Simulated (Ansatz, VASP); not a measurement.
**Two plane-wave programs on Br**

POSCAR

```
Br
1.0
    3.3632500000     -2.3225500000      0.0000000000
    3.3632500000      2.3225500000      0.0000000000
    0.0000000000      0.0000000000      8.7023000000
Br
4
Direct
    0.3651000000      0.6349000000      0.3901000000
    0.1349000000      0.8651000000      0.8901000000
    0.6349000000      0.3651000000      0.6099000000
    0.8651000000      0.1349000000      0.1099000000
```

The input INCAR.step1:

```
SYSTEM = Br
PREC = Accurate
ENCUT = 520
ISMEAR = -1
SIGMA = 0.05
LREAL = .False.
LASPH = .True.
NELM = 80
NBANDS = 22
GGA = PE
ALGO = Normal
EDIFF = 1E-4
LWAVE = .True.
LCHARG = .False.
```

File INCAR.step2:

```
SYSTEM = Br
PREC = Accurate
ENCUT = 520
EDIFF = 1E-7
ISMEAR = -1
SIGMA = 0.05
LREAL = .False.
LASPH = .True.
NELM = 80
ALGO = Normal
ISIF = 2
LWAVE = .False.
LCHARG = .False.
METAGGA = R2SCAN
LMIXTAU = .True.
NBANDS = 22
ISTART = 1
```

File KPOINTS:

```
Automatic mesh
0
Gamma
  4 4 2
  0 0 0
```

The input input.yaml:

```yaml
crystal:
  lattice:
    - [3.36325, -2.32255, 0.0]
    - [3.36325, 2.32255, 0.0]
    - [0.0, 0.0, 8.7023]
  atoms:
    - { symbol: Br, position: [0.3651, 0.6349, 0.3901] }
    - { symbol: Br, position: [0.1349, 0.8651, 0.8901] }
    - { symbol: Br, position: [0.6349, 0.3651, 0.6099] }
    - { symbol: Br, position: [0.8651, 0.1349, 0.1099] }
hamiltonian:
  xc: r2scan
  pseudopotentials: { kind: paw }
kpoints:
  mp_grid: { grid: [4, 4, 2] }
  band_path:
    path:
      - [[0.0, 0.0, 0.0], [0.3692207505, -0.3692207505, 0.0], [0.0, -0.5, 0.0], [0.0, -0.5, -0.5], [0.3692207505, -0.3692207505, -0.5], [0.0, 0.0, -0.5], [0.0, 0.0, 0.0], [-0.5, -0.5, 0.0], [-0.3692207505, -0.6307792495, 0.0], [-0.3692207505, -0.6307792495, -0.5], [-0.5, -0.5, -0.5], [-0.5, -0.5, 0.0]]
      - [[0.0, 0.0, -0.5], [-0.5, -0.5, -0.5]]
    npoints: 14
scf:
  occupations: { method: fermi_dirac, width: 0.05 }
  n_extra_bands: 10
output:
  forces: true
  stress: true
  eigenvalues: true
  fatbands: false
  write_density: true
  write_potential: true
  elf: true
  volumetric_format: npy
```

Alike in both runs: functional r2SCAN; k mesh 4 × 4 × 2; occupations fermi-dirac, width 0.05 eV; no spin polarisation.

```csv
,VASP,Ansatz
version,VASP 6.6.1,Ansatz 0.2.0
potentials or method,"VASP PAW PBE potentials, release 64 (Br)",Ansatz PAW
plane-wave cutoff (eV),520,500
valence electrons in the cell,28,28
task,single point,band structure
```

|  | VASP | Ansatz | Ansatz less VASP |
| --- | --- | --- | --- |
| gap on the k mesh at the Fermi level (eV) | 2.16 | 2.17 | +0.010 |
| least direct gap on the mesh (eV) | 2.23 | 2.24 | +0.012 |
| pressure (GPa) | 0.7 | 0.7 | +0.04 |
| traceless stress, the component that is largest in VASP (GPa) | 0.84 | 0.87 | +0.028 |
| rms of the force components (eV/Å) | 0.334 | 0.339 | +0.0059 |

VASP's potentials were made for PBE, not for r2SCAN. Atom by atom the forces differ by 0.006 eV/Å (rms over components).
